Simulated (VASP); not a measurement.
# CO2 (Pa-3) in VASP: single point with PBE

Aim: the single point of CO2 with PBE.

Program: VASP 6.6.1. These are calculated values, not measurements. Logs are shortened: lines on timing, memory, paths and dates and some standing lists are left out, and cuts for length are marked.

### 1 The cell of the first run

The structure is cubic, space group Pa-3 (No. 205). The conventional cell has a = 5.620 Å, b = 5.620 Å, c = 5.620 Å, α = 90.00°, β = 90.00°, γ = 90.00°. C (site symmetry -3) has 2 O at 1.17 Å within 1.6 Å. Within 1.6 Å of O (site symmetry 3) lie 1 C at 1.17 Å.

### 2 Single point, PBE

File INCAR:

```
PREC     = Accurate       # precision mode
ENCUT    = 1340           # plane-wave cutoff, eV
EDIFF    = 1E-6           # SCF threshold, eV
ISMEAR   = -1             # smearing method
SIGMA    = 0.01           # smearing width, eV
LREAL    = False          # projectors in reciprocal space
LASPH    = True           # aspherical terms in the spheres
NELM     = 120            # most SCF steps
ALGO     = Normal         # electronic algorithm
ISIF     = 2              # what is computed and relaxed
LWAVE    = False          # write WAVECAR
LCHARG   = False          # write CHGCAR
GGA      = PE             # functional
NBANDS   = 44             # bands
GGA_COMPAT= False
```

File KPOINTS:

```
Automatic mesh
0
Gamma
  5 5 5
```

File POSCAR:

```
CO2
1.0
    5.6200000000      0.0000000000      0.0000000000
    0.0000000000      5.6200000000      0.0000000000
    0.0000000000      0.0000000000      5.6200000000
C O
4 8
Direct
    0.0000000000      0.0000000000      0.0000000000
    0.5000000000      0.0000000000      0.5000000000
    0.5000000000      0.5000000000      0.0000000000
    0.0000000000      0.5000000000      0.5000000000
    0.1200163792      0.1200163792      0.1200163792
    0.3799836208      0.8799836208      0.6200163792
    0.6200163792      0.3799836208      0.8799836208
    0.8799836208      0.6200163792      0.3799836208
    0.8799836208      0.8799836208      0.8799836208
    0.6200163792      0.1200163792      0.3799836208
    0.3799836208      0.6200163792      0.1200163792
    0.1200163792      0.3799836208      0.6200163792
```

Potentials or basis: VASP PAW PBE potentials, release 64 (C_h, O_h).

Command:

```console
cat potpaw_PBE.64/C_h/POTCAR potpaw_PBE.64/O_h/POTCAR > POTCAR
mpirun -np 1 vasp_std > vasp.out
```

OUTCAR:

```text
PREC = Accurate
   ENCUT = 1340
   EDIFF = 1E-6
   ISMEAR = -1
   LREAL = False
   LASPH = True
   NELM = 120
   ISIF = 2
   GGA = PE

 ion  position               nearest neighbor table
   1  0.000  0.000  0.000-   5 1.17   9 1.17
   2  0.500  0.000  0.500-   6 1.17  10 1.17
   3  0.500  0.500  0.000-   7 1.17  11 1.17
   4  0.000  0.500  0.500-   8 1.17  12 1.17
   5  0.120  0.120  0.120-   1 1.17
   6  0.380  0.880  0.620-   2 1.17
   7  0.620  0.380  0.880-   3 1.17
   8  0.880  0.620  0.380-   4 1.17
   9  0.880  0.880  0.880-   1 1.17
  10  0.620  0.120  0.380-   2 1.17
  11  0.380  0.620  0.120-   3 1.17
  12  0.120  0.380  0.620-   4 1.17

  LATTYP: Found a simple cubic cell.
 ALAT       =     5.6200000000

  Lattice vectors:

 A1 = (   5.6200000000,   0.0000000000,   0.0000000000)
 A2 = (   0.0000000000,   5.6200000000,   0.0000000000)
 A3 = (   0.0000000000,   0.0000000000,   5.6200000000)

Analysis of symmetry for initial positions (statically):
=====================================================================
 Subroutine PRICEL returns:
 Original cell was already a primitive cell.

 Routine SETGRP: Setting up the symmetry group for a
 simple cubic supercell.

 Subroutine GETGRP returns: Found 24 space group operations
 (whereof  6 operations were pure point group operations)
 out of a pool of 48 trial point group operations.

The static configuration has the point symmetry S_6 .
 The point group associated with its full space group is T_h .

Analysis of symmetry for dynamics (positions and initial velocities):
=====================================================================
 Subroutine PRICEL returns:
 Original cell was already a primitive cell.

 Routine SETGRP: Setting up the symmetry group for a
 simple cubic supercell.

 Subroutine GETGRP returns: Found 24 space group operations
 (whereof  6 operations were pure point group operations)
 out of a pool of 48 trial point group operations.

The dynamic configuration has the point symmetry S_6 .
 The point group associated with its full space group is T_h .

 Subroutine INISYM returns: Found 24 space group operations
 (whereof  6 operations are pure point group operations),
 and found     1 'primitive' translations

----------------------------------------------------------------------------------------

                                     Primitive cell

  volume of cell :     177.5043

  direct lattice vectors                    reciprocal lattice vectors
     5.620000000  0.000000000  0.000000000     0.177935943  0.000000000  0.000000000
     0.000000000  5.620000000  0.000000000     0.000000000  0.177935943  0.000000000
     0.000000000  0.000000000  5.620000000     0.000000000  0.000000000  0.177935943

  length of vectors
     5.620000000  5.620000000  5.620000000     0.177935943  0.177935943  0.177935943

  position of ions in fractional coordinates (direct lattice)
     0.000000000  0.000000000  0.000000000
     0.500000000  0.000000000  0.500000000
     0.500000000  0.500000000  0.000000000
     0.000000000  0.500000000  0.500000000
     0.120016379  0.120016379  0.120016379
     0.379983621  0.879983621  0.620016379
     0.620016379  0.379983621  0.879983621
     0.879983621  0.620016379  0.379983621
     0.879983621  0.879983621  0.879983621
     0.620016379  0.120016379  0.379983621
     0.379983621  0.620016379  0.120016379
     0.120016379  0.379983621  0.620016379

  ion indices of the primitive-cell ions
   primitive index   ion index
                 1           1
                 2           2
                 3           3
                 4           4
                 5           5
                 6           6
                 7           7
                 8           8
                 9           9
                10          10
                11          11
                12          12

----------------------------------------------------------------------------------------

 KPOINTS: Automatic mesh

Automatic generation of k-mesh.
 Grid dimensions read from file:
 generate k-points for:    5    5    5

 Generating k-lattice:

  Cartesian coordinates                     Fractional coordinates (reciprocal lattice)
     0.035587189  0.000000000  0.000000000     0.200000000  0.000000000  0.000000000
     0.000000000  0.035587189  0.000000000     0.000000000  0.200000000  0.000000000
     0.000000000  0.000000000  0.035587189     0.000000000  0.000000000  0.200000000

  Length of vectors
     0.035587189  0.035587189  0.035587189

  Shift w.r.t. Gamma in fractional coordinates (k-lattice)
     0.000000000  0.000000000  0.000000000

 Subroutine IBZKPT returns following result:
 ===========================================

 Found     11 irreducible k-points:

 Following reciprocal coordinates:
            Coordinates               Weight
  0.000000  0.000000  0.000000      1.000000
  0.200000  0.000000  0.000000      6.000000
  0.400000  0.000000  0.000000      6.000000
  0.200000  0.200000  0.000000     12.000000
  0.400000  0.200000  0.000000     12.000000
 -0.200000  0.400000  0.000000     12.000000
  0.400000  0.400000  0.000000     12.000000
  0.200000  0.200000  0.200000      8.000000
  0.400000  0.200000  0.200000     24.000000
  0.400000  0.400000  0.200000     24.000000
  0.400000  0.400000  0.400000      8.000000
   k-points           NKPTS =     11   k-points in BZ     NKDIM =     11   number of bands    NBANDS=     44
   number of dos      NEDOS =    301   number of ions     NIONS =     12
   total plane-waves  NPLWV = 343000
   dimension x,y,z NGX =    70 NGY =   70 NGZ =   70
   dimension x,y,z NGXF=   140 NGYF=  140 NGZF=  140
   ions per type =               4   8
   NGX,Y,Z   is equivalent  to a cutoff of  20.71, 20.71, 20.71 a.u.
   NGXF,Y,Z  is equivalent  to a cutoff of  41.41, 41.41, 41.41 a.u.
 SYSTEM =  unknown system
   PREC   = accura    normal or accurate (medium, high low for compatibility)
   ISTART =      0    job   : 0-new  1-cont  2-samecut
   ICHARG =      2    charge: 1-file 2-atom 10-const
   ISPIN  =      1    spin polarized calculation?
   LNONCOLLINEAR =      F non collinear calculations
   LSORBIT =      F    spin-orbit coupling
   LASPH  =      T    aspherical Exc in radial PAW
   ENCUT  = 1340.0 eV  98.49 Ry    9.92 a.u.  16.77 16.77 16.77*2*pi/ulx,y,z
   NELM   =    120;   NELMIN=  2; NELMDL= -5     # of ELM steps
   EDIFF  = 0.1E-05   stopping-criterion for ELM
   LREAL  =      F    real-space projection
   EDIFFG = 0.1E-04   stopping-criterion for IOM
   NSW    =      0    number of steps for IOM
   IBRION =     -1    ionic relax: 0-MD 1-quasi-New 2-CG
   NFREE  =      0    steps in history (QN), initial steepest desc. (CG)
   ISIF   =      2    stress and relaxation
   ISYM   =      2    0-nonsym 1-usesym 2-fastsym
   POTIM  = 0.5000    time-step for ionic-motion
   TEBEG  =    0.0;   TEEND  =   0.0 temperature during run
   PSTRESS=    0.0 pullay stress
   NELECT =      64.0000    total number of electrons
   NUPDOWN=      -1.0000    fix difference up-down
   EMIN   =  10.00;   EMAX   =-10.00  energy-range for DOS
   EFERMI =   0.00;   METHOD = LEGACY
   ISMEAR =    -1;   SIGMA  =   0.01  broadening in eV -4-tet -1-fermi 0-gaus
   EFERMI_NEDOS =   21; number of points for ismear=-14 and -15
   IALGO  =     38    algorithm
   IMIX   =      4    mixing-type and parameters
     AMIX     =   0.40;   BMIX     =  1.00
     AMIX_MAG =   1.60;   BMIX_MAG =  1.00
  volume/ion in A,a.u.               =      14.79        99.82
  Fermi-wavevector in a.u.,A,eV,Ry     =   1.165195  2.201899 18.472341  1.357679
  Thomas-Fermi vector in A             =   2.301723
   LORBIT       =      0    0 simple, 1 ext, 2 COOP (PROOUT), +10 PAW based schemes
   GGA     = PE    functional components
   LHFCALC =     F    Hartree Fock is set to
   AEXX    =    0.0000 exact exchange contribution
   IVDW    =     0    specifies the selected vdW correction
   LEPSILON=     F    determine dielectric tensor
   LRPA    =     F    only Hartree local field effects (RPA)
 non-spin polarized calculation
  energy-cutoff  :     1340.00
  volume of cell :      177.50
 maximum number of plane-waves:     19837
 NGX is ok and might be reduce to    70
   NGX = 33   NGY = 33   NGZ = 33

 number of electron      64.0000000 magnetization

 Free energy of the ion-electron system (eV)
  ---------------------------------------------------
  ext. energy  EPLUGINS =         0.00000000
  ---------------------------------------------------
  free energy    TOTEN  =       -93.20051931 eV

  energy without entropy =      -93.20051931  energy(sigma->0) =      -93.20051931

 E-fermi :  -2.8780     XC(G=0):  -7.8632

 val. band max:       -3.1552863779   @ k =   0.0000   0.0000   0.0000
 cond. band min:       3.6396143371   @ k =   0.0000   0.0000   0.0000
 fundamental gap:      6.7949007150
 Fermi energy:        -2.8779811875

 k-point     1 :       0.0000    0.0000    0.0000
  band No.  band energies     occupation
      1     -23.6587      2.00000
      2     -23.4501      2.00000
      3     -23.4501      2.00000
      4     -23.4501      2.00000
      5     -22.5232      2.00000
      6     -22.5232      2.00000
[... 36 lines left out ...]
     43       7.7221      0.00000
     44       7.7221      0.00000

 k-point     2 :       0.2000    0.0000    0.0000
  band No.  band energies     occupation
      1     -23.6400      2.00000
      2     -23.4714      2.00000
      3     -23.4500      2.00000
      4     -23.4500      2.00000
      5     -22.5222      2.00000
      6     -22.5220      2.00000
[... 415 lines left out ...]
 k-point    11 :       0.4000    0.4000    0.4000
  band No.  band energies     occupation
      1     -23.5178      2.00000
      2     -23.4972      2.00000
      3     -23.4970      2.00000
      4     -23.4970      2.00000
      5     -22.5120      2.00000
      6     -22.5120      2.00000
[... 36 lines left out ...]
     43       6.7030      0.00000
     44       6.7030      0.00000

------------------------ aborting loop because EDIFF is reached ----------------------------------------

  FORCE on cell =-STRESS in cart. coord.  units (eV):
  Direction    XX          YY          ZZ          XY          YZ          ZX
  --------------------------------------------------------------------------------------
  -------------------------------------------------------------------------------------
  Total        1.2525889      1.2525889      1.2525889     -0.0000000      0.0000000      0.0000000
  in kB       11.3060312     11.3060312     11.3060312     -0.0000000      0.0000000      0.0000000
  external PRESSURE =      11.3060312 kB  Pullay stress =       0.0000000 kB

 VOLUME and BASIS-vectors are now :
 -----------------------------------------------------------------------------
  energy-cutoff  :     1340.00
  volume of cell :      177.50
      direct lattice vectors                 reciprocal lattice vectors
     5.620000000  0.000000000  0.000000000     0.177935943  0.000000000  0.000000000
     0.000000000  5.620000000  0.000000000     0.000000000  0.177935943  0.000000000
     0.000000000  0.000000000  5.620000000     0.000000000  0.000000000  0.177935943

 POSITION                                       TOTAL-FORCE (eV/Angst)
 -----------------------------------------------------------------------------------
      0.00000      0.00000      0.00000         0.000000      0.000000      0.000000
      2.81000      0.00000      2.81000         0.000000      0.000000      0.000000
      2.81000      2.81000      0.00000         0.000000      0.000000      0.000000
      0.00000      2.81000      2.81000         0.000000      0.000000      0.000000
      0.67449      0.67449      0.67449         0.011025      0.011025      0.011025
      2.13551      4.94551      3.48449        -0.011025     -0.011025      0.011025
      3.48449      2.13551      4.94551         0.011025     -0.011025     -0.011025
      4.94551      3.48449      2.13551        -0.011025      0.011025     -0.011025
      4.94551      4.94551      4.94551        -0.011025     -0.011025     -0.011025
      3.48449      0.67449      2.13551         0.011025      0.011025     -0.011025
      2.13551      3.48449      0.67449        -0.011025      0.011025      0.011025
      0.67449      2.13551      3.48449         0.011025     -0.011025      0.011025
 -----------------------------------------------------------------------------------
    total drift:                                0.000000      0.000000     -0.000000

  FREE ENERGIE OF THE ION-ELECTRON SYSTEM (eV)
  ---------------------------------------------------
  free  energy   TOTEN  =       -93.2005193140 eV

  energy  without entropy=      -93.2005193140  energy(sigma->0) =      -93.20051931
```

Run time: 8.8 min. Hardware: 1 thread of AMD EPYC 7R13 (Zen 3), shared host; peak memory 0.77 GiB.

What came out:

| Property | Result |
| --- | --- |
| Free energy | -93.2005 eV |
| Pressure | 1.1 GPa |
| Largest force | 0.019 eV/Å |
| Band gap on the k mesh | 6.79 eV |

Forces on the atoms (eV/Å):
```
C    0.000  0.000  0.000
C    0.000  0.000  0.000
C    0.000  0.000  0.000
C    0.000  0.000  0.000
O    0.011  0.011  0.011
O   -0.011 -0.011  0.011
O    0.011 -0.011 -0.011
O   -0.011  0.011 -0.011
O   -0.011 -0.011 -0.011
O    0.011  0.011 -0.011
O   -0.011  0.011  0.011
O    0.011 -0.011  0.011
```

Caveat: this functional lacks dispersion, which holds the molecules together, so the pressure and a relaxed volume are unreliable; an odd mesh through Γ misses points on the zone boundary, where band edges can lie.
